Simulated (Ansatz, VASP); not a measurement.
# Zr: VASP beside Ansatz

File INCAR:

```
SYSTEM = Zr
PREC = Accurate ; ENCUT = 600
EDIFF = 1E-6 ; ISMEAR = 0
SIGMA = 0.05 ; LREAL = .False.
LASPH = .True. ; NELM = 100
ALGO = Fast ; ISIF = 3
LWAVE = .False. ; LCHARG = .False.
GGA = PE ; IBRION = 2
NSW = 80 ; EDIFFG = -0.01
```

KPOINTS

```
regular mesh
0
Gamma
  16 16 10
  0 0 0
```

File POSCAR:

```
Zr
1.0
    3.2320000000      0.0000000000      0.0000000000
   -1.6160000000      2.7989941050      0.0000000000
    0.0000000000      0.0000000000      5.1470000000
Zr
2
Direct
    0.3333333333      0.6666666667      0.2500000000
    0.6666666667      0.3333333333      0.7500000000
```

Input for Ansatz:

```yaml
crystal:
  lattice:
    - [3.232, 0.0, 0.0]
    - [-1.616, 2.798994105, 0.0]
    - [0.0, 0.0, 5.147]
  atoms:
    - { symbol: Zr, position: [0.3333333333, 0.6666666667, 0.25] }
    - { symbol: Zr, position: [0.6666666667, 0.3333333333, 0.75] }
basis:
  ecutwfc: 420
  ecutrho_ratio: 4
kpoints:
  mp_grid: { grid: [16, 16, 10] }
hamiltonian:
  xc: pbe
scf:
  occupations: { method: gaussian, width: 0.05 }
output:
  forces: true
  stress: true
  eigenvalues: true
relax:
  f_tol: 0.01
  max_steps: 60
  cell: { stress_tol: 0.04 }
```

Alike in both runs: task relaxation of cell and atoms; functional PBE; k mesh 16 × 16 × 10; occupations gaussian, width 0.05 eV; no spin polarisation.

|  | VASP | Ansatz |
| --- | --- | --- |
| version | VASP 6.6.1 | Ansatz 0.2.0 |
| potentials or method | VASP PAW PBE potentials, release 64 (Zr_sv), cutoff 600 eV | scalar-relativistic, plane waves, PAW |
| valence electrons in the cell | 24 | 24 |

Ansatz gave:

| Quantity | Value |
| --- | --- |
| gap on the k mesh at the Fermi level, each at its own relaxed structure (eV) | none |
| relaxed volume (Å³/atom) | 23.39 |
| relaxed length of the cell vector where the two differ most in proportion (Å) | 3.232 |

Problem. Estimate VASP's values.

Solution. gap on the k mesh at the Fermi level, each at its own relaxed structure (eV): none; relaxed volume (Å³/atom): 23.40; relaxed length of the cell vector where the two differ most in proportion (Å): 3.233.

A gap of «none» marks a metal or a gap that the smearing closes.
